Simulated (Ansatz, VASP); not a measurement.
## SiC: VASP beside Ansatz

```xyz
4
Lattice="3.2154 0.0000 0.0000 -1.6077 2.7847 0.0000 0.0000 0.0000 5.4799" Properties=species:S:1:pos:R:3 pbc="T T T"
Si    0.0000    1.8564    0.0250
Si    1.6077    0.9282    2.7650
C     0.0000    1.8564    2.0848
C     1.6077    0.9282    4.8247
```

Change from the starting cell: strain +0.040 along x and y, +0.080 along z, atoms carried along.

Alike in both runs: task single point; functional PBE; k mesh 12 × 12 × 6; occupations gaussian, width 0.05 eV; no spin polarisation.

|  | VASP | Ansatz |
| --- | --- | --- |
| version | VASP 6.6.1 | Ansatz 0.2.0 |
| potentials or method | VASP PAW PBE potentials, release 64 (Si, C), cutoff 520 eV | scalar-relativistic, plane waves, PAW |
| valence electrons in the cell | 16 | 16 |

```tsv
	VASP	Ansatz	Ansatz less VASP
gap on the k mesh at the Fermi level (eV)	2.45	2.45	+0.004
least direct gap on the mesh (eV)	3.88	3.87	-0.005
pressure (GPa)	-23.9	-23.9	0.00
traceless stress, the component that is largest in VASP (GPa)	-8.30	-8.26	+0.043
rms of the force components (eV/Å)	0.021	0.022	+0.0011
```

Atom by atom the forces differ by 0.001 eV/Å (rms over components). With one functional, cell and mesh, what is left measures potentials, basis and numerics.
